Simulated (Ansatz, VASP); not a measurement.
# Two plane-wave programs on BAs

```
B As
1.0
     0.00000    2.39187    2.39187
     2.39187    0.00000    2.39187
     2.39187    2.39187    0.00000
B As
1 1
Cartesian
  0.0000 0.0000 0.0000
  1.1959 1.1959 1.1959
```

Alike in both runs: task single point; functional PBEsol; k mesh 6 × 6 × 6; no spin polarisation.

|  | VASP | Ansatz |
| --- | --- | --- |
| version | VASP 6.6.1 | Ansatz 0.2.0 |
| potentials or method | VASP PAW PBE potentials, release 64 (B, As) | plane waves |
| plane-wave cutoff (eV) | 500 | 420 |
| occupations | methfessel-paxton of order 1, width 0.05 eV | cold, width 0.05 eV |
| valence electrons in the cell | 8 | 18 |

|  | VASP | Ansatz | Ansatz less VASP |
| --- | --- | --- | --- |
| gap on the k mesh at the Fermi level (eV) | 1.18 | 1.19 | +0.008 |
| pressure (GPa) | -0.5 | -1.3 | -0.84 |

VASP's potentials were made for PBE, not for PBEsol. VASP's potentials hold 8 valence electrons a cell and Ansatz's 18, so a difference there can come from the potentials and not from the codes.
